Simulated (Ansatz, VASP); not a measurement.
# Cd2S in VASP and in Ansatz

INCAR

```
SYSTEM = Cd2S
  ALGO = Normal
  EDIFF = 1E-6
  ENCUT = 520
  GGA = PS
  ISIF = 2
  ISMEAR = -1
  LASPH = .TRUE.
  LCHARG = .FALSE.
  LREAL = .FALSE.
  LWAVE = .FALSE.
  NBANDS = 22
  NELM = 80
  PREC = Accurate
  SIGMA = 0.05
```

Contents of KPOINTS:

```
k-points
0
G
  8 8 5
  0 0 0
```

The input POSCAR:

```
Cd2S
1.0
    4.0148164244      0.0000000000      0.0000000000
   -2.0074082122      3.4769330151      0.0000000000
    0.0000000000      0.0000000000      5.8856375034
Cd S
2 1
Direct
    0.3333333333      0.6666666667      0.9327170000
    0.6666666667      0.3333333333      0.5787350000
    0.3333333333      0.6666666667      0.3657050000
```

File input.yaml:

```yaml
crystal:
  lattice:
    - [4.0148164244, 0.0, 0.0]
    - [-2.0074082122, 3.4769330151, 0.0]
    - [0.0, 0.0, 5.8856375034]
  atoms:
    - { symbol: Cd, position: [0.3333333333, 0.6666666667, 0.932717] }
    - { symbol: Cd, position: [0.6666666667, 0.3333333333, 0.578735] }
    - { symbol: S, position: [0.3333333333, 0.6666666667, 0.365705] }
hamiltonian:
  xc: pbesol
  pseudopotentials: { kind: paw }
kpoints:
  mp_grid: { grid: [8, 8, 5] }
scf:
  occupations: { method: fermi_dirac, width: 0.05 }
output:
  forces: true
  stress: true
  eigenvalues: true
```

Alike in both runs: task single point; functional PBEsol; k mesh 8 × 8 × 5; occupations fermi-dirac, width 0.05 eV; no spin polarisation.

|  | VASP | Ansatz |
| --- | --- | --- |
| version | VASP 6.6.1 | Ansatz 0.2.0 |
| potentials or method | VASP PAW PBE potentials, release 64 (Cd, S) | Ansatz PAW |
| plane-wave cutoff (eV) | 520 | 420 |
| valence electrons in the cell | 30 | 46 |

Ansatz gave:

| Property | Result |
| --- | --- |
| gap on the k mesh at the Fermi level (eV) | 0.26 |
| least direct gap on the mesh (eV) | 0.56 |
| pressure (GPa) | -4.3 |
| traceless stress, the component that is largest in VASP (GPa) | -1.02 |
| rms of the force components (eV/Å) | 0.116 |

Q: Which values does VASP return?

A: gap on the k mesh at the Fermi level (eV): 0.26; least direct gap on the mesh (eV): 0.56; pressure (GPa): -4.1; traceless stress, the component that is largest in VASP (GPa): -0.95; rms of the force components (eV/Å): 0.107.

VASP's potentials were made for PBE, not for PBEsol. Atom by atom the forces differ by 0.010 eV/Å (rms over components). With one functional, cell and mesh, what is left measures potentials, basis and numerics. VASP's potentials hold 30 valence electrons a cell and Ansatz's 46, so a difference there can come from the potentials and not from the codes.

Noted on Ansatz's run: odd divisions of the mesh miss points on the zone boundary, where band edges often lie, so the gap on the mesh can be too wide.
